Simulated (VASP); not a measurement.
Runs of VASP 6.6.1 on In2BiSb. The structure is that of space group P-4m2 (No. 115), or close to it. The cells are those of the table. 

```tsv
level	cell	gap on the mesh (eV)	pressure (GPa)	largest force (eV/Å)
PBE	a = 4.826, b = 4.826, c = 6.791 Å, 4 atoms	none	-0.8	-
r2SCAN	a = 4.665, b = 4.665, c = 6.575 Å, 4 atoms	none	1.4	-
r2SCAN	a = 4.617, b = 4.617, c = 6.506 Å, 4 atoms	none	(b)	-
r2SCAN	a = 4.713, b = 4.713, c = 6.642 Å, 4 atoms	none	0.1	-
PBE	a = 4.872, b = 4.872, c = 6.857 Å, 4 atoms	none	-1.6	-
r2SCAN	a = 4.760, b = 4.760, c = 6.708 Å, 4 atoms	none	(a)	0.01
PBE	a = 4.730, b = 4.730, c = 6.657 Å, 4 atoms	none	1.2	0.01
PBE	a = 4.779, b = 4.779, c = 6.725 Å, 4 atoms	none	0.1	-
```

Alike in all rows: task single point; potentials or basis VASP PAW PBE potentials, release 64 (Sb, In_d, Bi_d); no spin polarisation; k mesh 4 × 4 × 4; cutoff (eV) 520; smearing fermi-dirac 0.02 eV.

Question: Estimate the missing entries.

Answer: (a) -1.0; (b) 3.0.

Caveats: spin-orbit coupling is left out, which moves the levels of the heavy elements; the PAW data sets were made with another functional, which shifts forces and pressure a little (some runs).

A k mesh can miss the band edges, and the runs leave out spin-orbit coupling on Bi, In, Sb.

A gap of «none» marks levels without a gap at the run's occupations.
